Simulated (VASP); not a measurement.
TiWO5, 21 atoms in the cell. The cell holds an amorphous packing of atoms, 21 atoms: a = 6.839 Å, b = 6.600 Å, c = 6.436 Å, α = 91.29°, β = 90.74°, γ = 86.30°. 

```yaml
Program: VASP 6.6.1
Task: single point
Functional: PBE
Potentials_or_basis: VASP PAW PBE potentials, release 64 (Ti_sv, O, W_sv)
Cutoff: 520 eV
k_mesh: 1 × 1 × 1
Occupations: fermi-dirac, width 0.3275 eV
Spin: no spin polarisation
Dipole_correction: no
Further_INCAR_settings: LREAL = Auto; ALGO = Normal; EDIFF = 1e-07; NBANDS = 100; ISYM = 0
```

Potentials or basis: VASP PAW PBE potentials, release 64 (Ti_sv, O, W_sv).

Command:

```sh
$ cat potpaw_PBE.64/Ti_sv/POTCAR potpaw_PBE.64/O/POTCAR potpaw_PBE.64/W_sv/POTCAR > POTCAR
$ mpirun -np 1 vasp_gam > vasp.out
```

Hardware: 1 thread of Intel(R) Xeon(R) Platinum 8488C (Sapphire Rapids) (shared host).

Task: Estimate the wall time of this run.

Result: Wall time 65 s on 1 thread of Intel(R) Xeon(R) Platinum 8488C (Sapphire Rapids), with other jobs on the host, peak memory 0.32 GiB. Counts: scf iterations 23, k points 1.
